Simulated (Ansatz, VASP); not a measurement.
## Two plane-wave programs on B

Contents of INCAR:

```
SYSTEM = B
  ALGO = Normal
  EDIFF = 1E-8
  ENCUT = 520
  GGA = PE
  ISIF = 2
  ISMEAR = -1
  LASPH = .True.
  LCHARG = .False.
  LEFG = .True.
  LREAL = .False.
  LWAVE = .False.
  NBANDS = 8
  NELM = 100
  PREC = Accurate
  SIGMA = 0.05
```

The input KPOINTS:

```
k-points
0
Gamma
  14 14 14
  0 0 0
```

The input POSCAR:

```
B
1.0
    1.8855081809      0.0000000000      0.0000000000
    0.0000000000      1.8855081809      0.0000000000
    0.0000000000      0.0000000000      1.8855081809
B
1
Direct
    0.0000000000      0.0000000000      0.0000000000
```

Input for Ansatz:

```yaml
crystal:
  lattice:
    - [1.8855081809, 0.0, 0.0]
    - [0.0, 1.8855081809, 0.0]
    - [0.0, 0.0, 1.8855081809]
  atoms:
    - { symbol: B, position: [0.0, 0.0, 0.0] }
kpoints:
  mp_grid: { grid: [14, 14, 14] }
scf:
  occupations: { method: fermi_dirac, width: 0.05 }
hamiltonian:
  xc: pbe
  pseudopotentials: { kind: paw }
output:
  forces: true
  stress: true
  eigenvalues: true
  efg: { contact_densities: true }
```

Alike in both runs: task electric field gradients; functional PBE; k mesh 14 × 14 × 14; occupations fermi-dirac, width 0.05 eV; no spin polarisation.

```csv
,VASP,Ansatz
version,VASP 6.6.1,Ansatz 0.2.0
potentials or method,"VASP PAW PBE potentials, release 64 (B)","PAW with Ansatz's default frozen-core files, scalar-relativistic"
plane-wave cutoff (eV),520,420
valence electrons in the cell,3,3
```

VASP gave:

```
pressure (GPa) : 0.3
```

Q: Estimate Ansatz's values.

A: Pressure (GPa): 0.2.
